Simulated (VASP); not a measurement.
# Os (P6_3/mmc) in VASP: notebook, part 2 of 3

VASP 6.6.1. Earlier steps stand in the parts before.

**3. Relaxation of shape and atoms at fixed volume, PBE (13.42 Å³/atom)**

This run uses another cell than the first one, of 13.42 Å³/atom.

The input, INCAR:

```
ALGO = Normal
EDIFF = 1E-6
EDIFFG = -0.01
ENCUT = 600
GGA = PE
IBRION = 2
ISIF = 4
ISMEAR = 0
LASPH = True
LCHARG = False
LREAL = False
LWAVE = False
NELM = 60
NSW = 50
PREC = Accurate
SIGMA = 0.1
```

The input, KPOINTS:

```
k-points
0
Gamma
  18 18 10
```

The input, POSCAR:

```
Os
1.0
    2.6952188283      0.0000000000      0.0000000000
   -1.3476094142      2.3341279741      0.0000000000
    0.0000000000      0.0000000000      4.2664002438
Os
2
Direct
    0.3333333333      0.6666666667      0.2500000000
    0.6666666667      0.3333333333      0.7500000000
```

Potentials or basis: VASP PAW PBE potentials, release 64 (Os).

Command:

```bash
> cat potpaw_PBE.64/Os/POTCAR > POTCAR
> mpirun -np 1 vasp_std > vasp.out
```

OUTCAR:

```text
EDIFF = 1E-6
   EDIFFG = -0.01
   ENCUT = 600
   GGA = PE
   IBRION = 2
   ISIF = 4
   ISMEAR = 0
   LASPH = True
   LREAL = False
   NELM = 60
   NSW = 50
   PREC = Accurate

 ion  position               nearest neighbor table
   1  0.333  0.667  0.250-   2 2.64   2 2.64   2 2.64   2 2.64   2 2.64   2 2.64
   2  0.667  0.333  0.750-   1 2.64   1 2.64   1 2.64   1 2.64   1 2.64   1 2.64

  LATTYP: Found a hexagonal cell.
 ALAT       =     2.6952188283
 C/A-ratio  =     1.5829513355

  Lattice vectors:

 A1 = (   2.6952188283,   0.0000000000,   0.0000000000)
 A2 = (  -1.3476094142,   2.3341279741,   0.0000000000)
 A3 = (   0.0000000000,   0.0000000000,   4.2664002438)

Analysis of symmetry for initial positions (statically):
=====================================================================
 Subroutine PRICEL returns:
 Original cell was already a primitive cell.

 Routine SETGRP: Setting up the symmetry group for a
 hexagonal supercell.

 Subroutine GETGRP returns: Found 24 space group operations
 (whereof 12 operations were pure point group operations)
 out of a pool of 24 trial point group operations.

The static configuration has the point symmetry D_3d.
 The point group associated with its full space group is D_6h.

Analysis of symmetry for dynamics (positions and initial velocities):
=====================================================================
 Subroutine PRICEL returns:
 Original cell was already a primitive cell.

 Routine SETGRP: Setting up the symmetry group for a
 hexagonal supercell.

 Subroutine GETGRP returns: Found 24 space group operations
 (whereof 12 operations were pure point group operations)
 out of a pool of 24 trial point group operations.

The dynamic configuration has the point symmetry D_3d.
 The point group associated with its full space group is D_6h.

 Subroutine INISYM returns: Found 24 space group operations
 (whereof 12 operations are pure point group operations),
 and found     1 'primitive' translations

----------------------------------------------------------------------------------------

                                     Primitive cell

  volume of cell :      26.8399

  direct lattice vectors                    reciprocal lattice vectors
     2.695218828  0.000000000  0.000000000     0.371027387  0.214212762  0.000000000
    -1.347609414  2.334127974  0.000000000     0.000000000  0.428425524  0.000000000
     0.000000000  0.000000000  4.266400244     0.000000000  0.000000000  0.234389636

  length of vectors
     2.695218828  2.695218828  4.266400244     0.428425524  0.428425524  0.234389636

  position of ions in fractional coordinates (direct lattice)
     0.333333333  0.666666667  0.250000000
     0.666666667  0.333333333  0.750000000

  ion indices of the primitive-cell ions
   primitive index   ion index
                 1           1
                 2           2

----------------------------------------------------------------------------------------

 KPOINTS: k-points

Automatic generation of k-mesh.
 Grid dimensions read from file:
[... 50 lines left out ...]
   dimension x,y,z NGX =    24 NGY =   24 NGZ =   36
   dimension x,y,z NGXF=    48 NGYF=   48 NGZF=   72
   ions per type =               2
   NGX,Y,Z   is equivalent  to a cutoff of  14.80, 14.80, 14.03 a.u.
   NGXF,Y,Z  is equivalent  to a cutoff of  29.61, 29.61, 28.06 a.u.
 SYSTEM =  unknown system
   PREC   = accura    normal or accurate (medium, high low for compatibility)
   ISTART =      0    job   : 0-new  1-cont  2-samecut
   ICHARG =      2    charge: 1-file 2-atom 10-const
   ISPIN  =      1    spin polarized calculation?
   LNONCOLLINEAR =      F non collinear calculations
   LSORBIT =      F    spin-orbit coupling
   LASPH  =      T    aspherical Exc in radial PAW
   ENCUT  =  600.0 eV  44.10 Ry    6.64 a.u.   5.38  5.38  8.52*2*pi/ulx,y,z
   NELM   =     60;   NELMIN=  2; NELMDL= -5     # of ELM steps
   EDIFF  = 0.1E-05   stopping-criterion for ELM
   LREAL  =      F    real-space projection
   EDIFFG = -.1E-01   stopping-criterion for IOM
   NSW    =     50    number of steps for IOM
   IBRION =      2    ionic relax: 0-MD 1-quasi-New 2-CG
   NFREE  =      1    steps in history (QN), initial steepest desc. (CG)
   ISIF   =      4    stress and relaxation
   ISYM   =      2    0-nonsym 1-usesym 2-fastsym
   POTIM  = 0.5000    time-step for ionic-motion
   TEBEG  =    0.0;   TEEND  =   0.0 temperature during run
   PSTRESS=    0.0 pullay stress
   NELECT =      16.0000    total number of electrons
   NUPDOWN=      -1.0000    fix difference up-down
   EMIN   =  10.00;   EMAX   =-10.00  energy-range for DOS
   EFERMI =   0.00;   METHOD = LEGACY
   ISMEAR =     0;   SIGMA  =   0.10  broadening in eV -4-tet -1-fermi 0-gaus
   EFERMI_NEDOS =   21; number of points for ismear=-14 and -15
   IALGO  =     38    algorithm
   IMIX   =      4    mixing-type and parameters
     AMIX     =   0.40;   BMIX     =  1.00
     AMIX_MAG =   1.60;   BMIX_MAG =  1.00
  volume/ion in A,a.u.               =      13.42        90.56
  Fermi-wavevector in a.u.,A,eV,Ry     =   1.377806  2.603676 25.828610  1.898349
  Thomas-Fermi vector in A             =   2.502926
   LORBIT       =      0    0 simple, 1 ext, 2 COOP (PROOUT), +10 PAW based schemes
   GGA     = PE    functional components
   LHFCALC =     F    Hartree Fock is set to
   AEXX    =    0.0000 exact exchange contribution
   IVDW    =     0    specifies the selected vdW correction
   LEPSILON=     F    determine dielectric tensor
   LRPA    =     F    only Hartree local field effects (RPA)
 conjugate gradient relaxation of ions
 non-spin polarized calculation
 Gauss-broadening in eV      SIGMA  =   0.10
  energy-cutoff  :      600.00
  volume of cell :       26.84
 maximum number of plane-waves:       929
 NGX is ok and might be reduce to    24
   NGX = 11   NGY = 11   NGZ = 17

--------------------------------------- Ionic step        1  -------------------------------------------

 number of electron      16.0000000 magnetization

 Free energy of the ion-electron system (eV)
  ---------------------------------------------------
  ext. energy  EPLUGINS =         0.00000000
  ---------------------------------------------------
  free energy    TOTEN  =       -22.35372941 eV

  energy without entropy =      -22.34667768  energy(sigma->0) =      -22.35020355

------------------------ aborting loop because EDIFF is reached ----------------------------------------

  FORCE on cell =-STRESS in cart. coord.  units (eV):
  Direction    XX          YY          ZZ          XY          YZ          ZX
  --------------------------------------------------------------------------------------
  -------------------------------------------------------------------------------------
  Total        4.8399858      4.8399858      4.9820652     -0.0000000     -0.0000000      0.0000000
  in kB      288.9178529    288.9178529    297.3991326     -0.0000000     -0.0000000      0.0000000
  external PRESSURE =     291.7449462 kB  Pullay stress =       0.0000000 kB
[... 59 lines left out ...]
--------------------------------------- Ionic step        3  -------------------------------------------

 number of electron      16.0000000 magnetization

 Free energy of the ion-electron system (eV)
  ---------------------------------------------------
  ext. energy  EPLUGINS =         0.00000000
  ---------------------------------------------------
  free energy    TOTEN  =       -22.35378840 eV

  energy without entropy =      -22.34680931  energy(sigma->0) =      -22.35029886

 E-fermi :  10.1146     XC(G=0): -14.2993

 val. band max:       10.1114379324   @ k =   0.0000   0.0000   0.0000
 cond. band min:      10.1334044199   @ k =   0.1667   0.1111   0.3000
 fundamental gap:      0.0219664875
 Fermi energy:        10.1146000262

 k-point     1 :       0.0000    0.0000    0.0000
  band No.  band energies     occupation
      1      -1.2138      2.00000
      2       1.9079      2.00000
      3       6.8615      2.00000
      4       6.8615      2.00000
      5       7.0986      2.00000
      6       7.7545      2.00000
      7       7.7545      2.00000
      8       8.4885      2.00000
      9       8.4885      2.00000
     10      10.1114      1.03567
     11      11.9141      0.00000
     12      11.9141      0.00000
[... 331 lines left out ...]
 k-point    24 :       0.3889    0.1111    0.0000
  band No.  band energies     occupation
      1       2.9072      2.00000
      2       3.0897      2.00000
      3       3.3565      2.00000
      4       6.2905      2.00000
      5       6.4592      2.00000
      6       7.3290      2.00000
      7       8.0637      2.00000
      8      11.8105      0.00000
      9      12.2911      0.00000
     10      12.7796      0.00000
     11      14.3145      0.00000
     12      17.4805      0.00000

 [... further k-points ...]
[... 5 lines left out ...]
  --------------------------------------------------------------------------------------
  -------------------------------------------------------------------------------------
  Total        4.8828831      4.8828831      4.8824670     -0.0000000      0.0000000      0.0000000
  in kB      291.4785608    291.4785608    291.4537258     -0.0000000      0.0000000      0.0000000
  external PRESSURE =     291.4702825 kB  Pullay stress =       0.0000000 kB
[... 17 lines left out ...]
  FREE ENERGIE OF THE ION-ELECTRON SYSTEM (eV)
  ---------------------------------------------------
  free  energy   TOTEN  =       -22.3537884038 eV

  energy  without entropy=      -22.3468093103  energy(sigma->0) =      -22.35029886

 reached required accuracy - stopping structural energy minimisation
```

Wall time 3.1 min (1 thread of Intel Xeon 8259CL, shared host); peak memory 0.22 GiB.

What came out:

| Item | Value |
| --- | --- |
| Free energy | -22.3538 eV |
| Energy gained by relaxing | 0.0 meV/atom |
| Ionic steps | 3 |
| Pressure after relaxing | 29.1 GPa |
| Band gap on the k mesh | zero (bands 8 and 9 overlap by 4.23 eV) |

Final structure:
```xyz
2
Lattice="2.6941 0.0000 0.0000 -1.3471 2.3332 0.0000 0.0000 0.0000 4.2699" Properties=species:S:1:pos:R:3 pbc="T T T"
Os    0.0000    1.5554    1.0675
Os    1.3470    0.7777    3.2025
```

Levels at points of the mesh, in eV from the Fermi level:
| k point | band 5 | band 6 | band 7 | band 8 | band 9 | band 10 | band 11 | band 12 |
| --- | --- | --- | --- | --- | --- | --- | --- | --- |
| (0.00, 0.00, 0.00) | -3.02 | -2.36 | -2.36 | -1.63 | -1.63 | 0.00 | 1.80 | 1.80 |
| (0.50, 0.00, 0.00) | -3.01 | -2.74 | -2.01 | 2.22 | 2.81 | 2.91 | 4.72 | 6.06 |
| (0.00, 0.00, 0.50) | -3.45 | -3.45 | -3.45 | -3.45 | 0.96 | 0.96 | 0.96 | 0.96 |
| (0.50, 0.00, 0.50) | -1.27 | -1.27 | -0.16 | -0.16 | 2.57 | 2.57 | 3.51 | 3.51 |

Caveat: spin-orbit coupling is left out, which moves the levels of the heavy elements.

(Continued in part 3 of 3.)
